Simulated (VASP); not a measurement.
# SnTe (F-43m) in VASP: further runs

The runs below take SnTe through single point, with HSE06, PBEsol.

Program: VASP 6.6.1. These are calculated values, not measurements. Logs are shortened: lines on timing, memory, paths and dates and some standing lists are left out, and cuts for length are marked.

## Step 1: The cell of the first run

The structure is cubic, space group F-43m (No. 216). The conventional cell has a = 7.165 Å, b = 7.165 Å, c = 7.165 Å, α = 90.00°, β = 90.00°, γ = 90.00°. Te (site symmetry -43m) has 4 Sn at 3.10 Å within 4.1 Å. Within 4.1 Å of Sn (site symmetry -43m) lie 4 Te at 3.10 Å.

## Step 2: Single point, HSE06

File POSCAR:

```
SnTe
1.0
    0.0000000000      3.5823175545      3.5823175545
    3.5823175545      0.0000000000      3.5823175545
    3.5823175545      3.5823175545      0.0000000000
Te Sn
1 1
Direct
    0.2500000000      0.2500000000      0.2500000000
    0.0000000000      0.0000000000      0.0000000000
```

File INCAR.step1:

```
PREC     = Accurate       # precision mode
ENCUT    = 520            # plane-wave cutoff, eV
EDIFF    = 1E-5           # SCF threshold, eV
ISMEAR   = -1             # smearing method
SIGMA    = 0.05           # smearing width, eV
LREAL    = False          # projectors in reciprocal space
LASPH    = True           # aspherical terms in the spheres
NELM     = 100            # most SCF steps
ALGO     = Normal         # electronic algorithm
ISIF     = 2              # what is computed and relaxed
LWAVE    = True           # write WAVECAR
LCHARG   = False          # write CHGCAR
NBANDS   = 17             # bands
GGA      = PE             # functional
```

File INCAR.step2:

```
PREC     = Accurate       # precision mode
ENCUT    = 520            # plane-wave cutoff, eV
EDIFF    = 1E-6           # SCF threshold, eV
ISMEAR   = -1             # smearing method
SIGMA    = 0.05           # smearing width, eV
LREAL    = False          # projectors in reciprocal space
LASPH    = True           # aspherical terms in the spheres
NELM     = 100            # most SCF steps
ALGO     = Normal         # electronic algorithm
ISIF     = 2              # what is computed and relaxed
LWAVE    = False          # write WAVECAR
LCHARG   = False          # write CHGCAR
GGA      = PE             # functional
LHFCALC  = True           # exact exchange
HFSCREEN = 0.2079         # screening, 1/A
PRECFOCK = Normal       
NBANDS   = 17             # bands
ISTART   = 1
```

File KPOINTS:

```
Automatic mesh
0
Gamma
  4 4 4
```

Potentials or basis: VASP PAW PBE potentials, release 64 (Te, Sn_d).

Command:

```bash
$ cat potpaw_PBE.64/Te/POTCAR potpaw_PBE.64/Sn_d/POTCAR > POTCAR
$ cp INCAR.step1 INCAR
$ mpirun -np 1 vasp_std > vasp.out
$ cp INCAR.step2 INCAR
$ mpirun -np 1 vasp_std > vasp.out
```

OUTCAR:

```text
PREC = Accurate
   ENCUT = 520
   EDIFF = 1E-6
   ISMEAR = -1
   LREAL = False
   LASPH = True
   NELM = 100
   ISIF = 2
   GGA = PE
   LHFCALC = True
   HFSCREEN = 0.2079
   PRECFOCK = Normal
   ISTART = 1

 ion  position               nearest neighbor table
   1  0.250  0.250  0.250-   2 3.10   2 3.10   2 3.10   2 3.10
   2  0.000  0.000  0.000-   1 3.10   1 3.10   1 3.10   1 3.10

  LATTYP: Found a face centered cubic cell.
 ALAT       =     7.1646351090

  Lattice vectors:

 A1 = (   0.0000000000,   3.5823175545,   3.5823175545)
 A2 = (   3.5823175545,   0.0000000000,   3.5823175545)
 A3 = (   3.5823175545,   3.5823175545,   0.0000000000)

Analysis of symmetry for initial positions (statically):
=====================================================================
 Subroutine PRICEL returns:
 Original cell was already a primitive cell.

 Routine SETGRP: Setting up the symmetry group for a
 face centered cubic supercell.

 Subroutine GETGRP returns: Found 24 space group operations
 (whereof 24 operations were pure point group operations)
 out of a pool of 48 trial point group operations.

The static configuration has the point symmetry T_d .

Analysis of symmetry for dynamics (positions and initial velocities):
=====================================================================
 Subroutine PRICEL returns:
 Original cell was already a primitive cell.

 Routine SETGRP: Setting up the symmetry group for a
 face centered cubic supercell.

 Subroutine GETGRP returns: Found 24 space group operations
 (whereof 24 operations were pure point group operations)
 out of a pool of 48 trial point group operations.

The dynamic configuration has the point symmetry T_d .

 Subroutine INISYM returns: Found 24 space group operations
 (whereof 24 operations are pure point group operations),
 and found     1 'primitive' translations

----------------------------------------------------------------------------------------

                                     Primitive cell

  volume of cell :      91.9438

  direct lattice vectors                    reciprocal lattice vectors
     0.000000000  3.582317554  3.582317554    -0.139574449  0.139574449  0.139574449
[... 71 lines left out ...]
   EDIFFG = 0.1E-04   stopping-criterion for IOM
   NSW    =      0    number of steps for IOM
   IBRION =     -1    ionic relax: 0-MD 1-quasi-New 2-CG
   NFREE  =      0    steps in history (QN), initial steepest desc. (CG)
   ISIF   =      2    stress and relaxation
   ISYM   =      3    0-nonsym 1-usesym 2-fastsym
   POTIM  = 0.5000    time-step for ionic-motion
   TEBEG  =    0.0;   TEEND  =   0.0 temperature during run
   PSTRESS=    0.0 pullay stress
   NELECT =      20.0000    total number of electrons
   NUPDOWN=      -1.0000    fix difference up-down
   EMIN   =  10.00;   EMAX   =-10.00  energy-range for DOS
   EFERMI =   0.00;   METHOD = LEGACY
   ISMEAR =    -1;   SIGMA  =   0.05  broadening in eV -4-tet -1-fermi 0-gaus
   EFERMI_NEDOS =   21; number of points for ismear=-14 and -15
   IALGO  =     38    algorithm
   IMIX   =      1    mixing-type and parameters
     AMIX     =   0.40;   BMIX     =  1.00
     AMIX_MAG =   1.60;   BMIX_MAG =  1.00
  volume/ion in A,a.u.               =      45.97       310.23
  Fermi-wavevector in a.u.,A,eV,Ry     =   0.984564  1.860557 13.189037  0.969367
  Thomas-Fermi vector in A             =   2.115806
   LORBIT       =      0    0 simple, 1 ext, 2 COOP (PROOUT), +10 PAW based schemes
   GGA     = PE    functional components
   LHFCALC =     T    Hartree Fock is set to
   PRECFOCK=normal    Normal, Fast or Accurate (Low or Medium for compatibility)
   ENCUT4O =  -1.0   cutoff for four orbital integrals eV
   NKREDX  =     1    reduce k-point grid by
   NKREDY  =     1    reduce k-point grid by
   NKREDZ  =     1    reduce k-point grid by
   AEXX    =    0.2500 exact exchange contribution
   HFSCREEN=    0.2079 screening length (either q_TF or 0.3 A-1)
   HFSCREENC=   0.2079 screening length for correlation (either q_TF or 0.3 A-1)
   ENCUTFOCK=  -1.0 apply spherical cutoff to Coloumb kernel
   IVDW    =     0    specifies the selected vdW correction
   LEPSILON=     F    determine dielectric tensor
   LRPA    =     F    only Hartree local field effects (RPA)
 non-spin polarized calculation
  energy-cutoff  :      520.00
  volume of cell :       91.94
 maximum number of plane-waves:      2493
 NGX is ok and might be reduce to    40
  NGX = 30; NGY = 30; NGZ = 30

 number of electron      20.0000006 magnetization

 Free energy of the ion-electron system (eV)
  ---------------------------------------------------
  ext. energy  EPLUGINS =         0.00000000
  ---------------------------------------------------
  free energy    TOTEN  =        -8.44760842 eV

  energy without entropy =       -8.44471362  energy(sigma->0) =       -8.44616102

 E-fermi :   3.4207     XC(G=0):  -6.3682

 val. band max:        3.2615421795   @ k =  -0.2500   0.5000   0.2500
 cond. band min:       3.5435764300   @ k =   0.5000   0.5000   0.0000
 fundamental gap:      0.2820342505
 Fermi energy:         3.4206823808

 k-point     1 :       0.0000    0.0000    0.0000
  band No.  band energies     occupation
      1     -20.9348      2.00000
      2     -20.9348      2.00000
      3     -20.9348      2.00000
      4     -20.9221      2.00000
      5     -20.9221      2.00000
      6      -9.7028      2.00000
[... 137 lines left out ...]
      4     -20.9227      2.00000
      5     -20.9217      2.00000
      6      -8.7785      2.00000
[... 9 lines left out ...]
     16      11.7612      0.00000
     17      11.7795      0.00000

------------------------ aborting loop because EDIFF is reached ----------------------------------------

  FORCE on cell =-STRESS in cart. coord.  units (eV):
  Direction    XX          YY          ZZ          XY          YZ          ZX
  --------------------------------------------------------------------------------------
  -------------------------------------------------------------------------------------
  Total       -0.0928254     -0.0928254     -0.0928254      0.0000000      0.0000000     -0.0000000
  in kB       -1.6175400     -1.6175400     -1.6175400      0.0000000      0.0000000     -0.0000000
  external PRESSURE =      -1.6175400 kB  Pullay stress =       0.0000000 kB

 VOLUME and BASIS-vectors are now :
 -----------------------------------------------------------------------------
  energy-cutoff  :      520.00
  volume of cell :       91.94
      direct lattice vectors                 reciprocal lattice vectors
     0.000000000  3.582317554  3.582317554    -0.139574449  0.139574449  0.139574449
     3.582317554  0.000000000  3.582317554     0.139574449 -0.139574449  0.139574449
     3.582317554  3.582317554  0.000000000     0.139574449  0.139574449 -0.139574449

 POSITION                                       TOTAL-FORCE (eV/Angst)
 -----------------------------------------------------------------------------------
      1.79116      1.79116      1.79116         0.000000      0.000000      0.000000
      0.00000      0.00000      0.00000        -0.000000     -0.000000     -0.000000
 -----------------------------------------------------------------------------------
    total drift:                                0.000001     -0.000005     -0.000003

  FREE ENERGIE OF THE ION-ELECTRON SYSTEM (eV)
  ---------------------------------------------------
  free  energy   TOTEN  =        -8.4476084155 eV

  energy  without entropy=       -8.4447136181  energy(sigma->0) =       -8.44616102
```

Run time: 23 min. Hardware: 1 thread of AMD EPYC 7R13 (Zen 3), shared host; peak memory 0.33 GiB.

What came out:

```
Free energy            : -8.4476 eV
Pressure               : -0.2 GPa
Band gap on the k mesh : 0.28 eV, indirect (least direct gap 1.11 eV)
```

Levels at points of the mesh, in eV from the valence-band top:
| k point | band 6 | band 7 | band 8 | band 9 | band 10 | band 11 | band 12 | band 13 | band 14 | band 15 |
| --- | --- | --- | --- | --- | --- | --- | --- | --- | --- | --- |
| (0.00, 0.00, 0.00) | -12.96 | -5.60 | -2.38 | -2.38 | -2.38 | 1.29 | 1.29 | 1.29 | 4.45 | 6.96 |
| (0.50, 0.00, 0.00) | -12.31 | -7.89 | -2.98 | -2.98 | -2.31 | 2.16 | 2.16 | 3.98 | 6.04 | 6.89 |
| (0.50, 0.50, 0.00) | -12.04 | -8.31 | -3.72 | -3.72 | -0.83 | 0.28 | 4.56 | 4.56 | 5.91 | 6.97 |

Caveat: the PAW data sets were made with another functional, which shifts forces and pressure a little; spin-orbit coupling is left out, which moves the levels of the heavy elements.

(Continued in part 2 of 2.)
